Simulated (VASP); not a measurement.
A run of VASP 6.6.1:

INCAR

```
PREC = Accurate
ENCUT = 400
EDIFF = 1E-6
ISMEAR = -1
SIGMA = 0.05
LREAL = Auto
LASPH = T
NELM = 120
ALGO = Normal
ISIF = 2
LWAVE = F
LCHARG = F
GGA = PE
ISYM = -1
NBANDS = 118
GGA_COMPAT = F
```

File KPOINTS:

```
explicit points
1
Reciprocal
  0.25000000   0.25000000   0.25000000 1
```

Contents of POSCAR:

```
Cu5Si3
1.0
    6.7017400000      0.1472560000     -0.1241750000
    0.1472560000      6.7720700000      0.0166020000
   -0.1241750000      0.0166020000      6.8991740000
Cu Si
15 9
Direct
    0.3266810196      0.5253527796      0.9304578648
    0.8558114674      0.3293487962      0.7982486802
    0.5564742276      0.9054037532      0.1104225918
    0.7247432143      0.0466375542      0.5852566861
    0.1724473093      0.8062627739      0.1738438645
    0.5282251186      0.1644638634      0.8513363955
    0.6169901809      0.2638649650      0.2209661721
    0.9710459907      0.6657208980      0.9068262864
    0.2878769396      0.4222509165      0.2818714109
    0.8905983629     -0.0003460170      0.9544813330
    0.9604516110      0.3393318913      0.1352497401
    0.2503488407      0.9262894733      0.7854763207
    0.2571667256      0.1298790554      0.0779786719
    0.5927528190      0.7717076916      0.7890063637
    0.5339923282      0.6921993490      0.3870606255
    0.8493219129      0.6615261011      0.5737976593
    0.5690442994      0.3638388784      0.5471906670
    0.2378066140      0.5969472080      0.5760914450
    0.3802940148      0.0287240255      0.3954531561
    0.2145393681      0.2580330152      0.6916124397
    0.8482209308      0.7382588315      0.2338810792
    0.9430293676      0.3107381556      0.4698666531
    0.0545583338      0.9434076307      0.4974366971
    0.6757246145      0.5227800895      0.0039233550
```

Potentials or basis: VASP PAW PBE potentials, release 64 (Cu, Si).

Run with:

```bash
$ cat potpaw_PBE.64/Cu/POTCAR potpaw_PBE.64/Si/POTCAR > POTCAR
$ mpirun -np 1 vasp_std > vasp.out
```

Hardware: 1 thread of Intel(R) Xeon(R) 6975P-C (Granite Rapids), with other jobs on the host.

Question: Estimate the wall time of this run.

Answer: It took 79 s on 1 thread of Intel(R) Xeon(R) 6975P-C (Granite Rapids) (shared host), peak memory 0.32 GiB. Counts: scf iterations 21, k points 1.
